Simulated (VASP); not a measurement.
FeO:

```
CELL_PARAMETERS angstrom
2.61247 0.00000 0.00000
0.00000 2.61247 0.00000
0.00000 0.00000 2.61247
ATOMIC_POSITIONS crystal
Fe 0.00000 0.00000 0.00000
O 0.50000 0.50000 0.50000
```

| Property | Result |
| --- | --- |
| Program | VASP 6.6.1 |
| Task | relaxation of cell and atoms |
| Functional | LDA |
| Potentials or basis | VASP PAW LDA potentials, release 64 (Fe, O) |
| Cutoff | 600 eV |
| k mesh | 10 × 10 × 10 |
| Occupations | fermi-dirac, width 0.05 eV |
| Spin | collinear spin, ferromagnetic start |
| Starting moments | [3.0, 0.0] μB |

At the start: pressure -9.2 GPa; volume 8.92 Å³/atom.

Question: Where does the relaxation end?

Answer: Over 3 steps the energy falls by 10.9 meV/atom and the volume is 8.55 Å³/atom (-4.1 %); space group Pm-3m (No. 221, to 0.1 Å) before and after; moment 3.94 μB per cell.

Step by step:
```
step  energy change (eV)  largest force (eV/Å)  pressure (GPa)  volume (Å³)
   1              0.0000                0.0000           -9.18        17.83
   2             -0.0084                0.0000            7.98        16.54
   3             -0.0217                0.0000           -0.02        17.10
```

Final structure:
```
Fe O
1.0
     2.57607    0.00000    0.00000
     0.00000    2.57607    0.00000
     0.00000    0.00000    2.57607
Fe O
1 1
Direct
  0.00000 0.00000 0.00000
  0.50000 0.50000 0.50000
```

Caveat: a cell with one magnetic atom can't hold antiferromagnetic order, which such compounds often take.
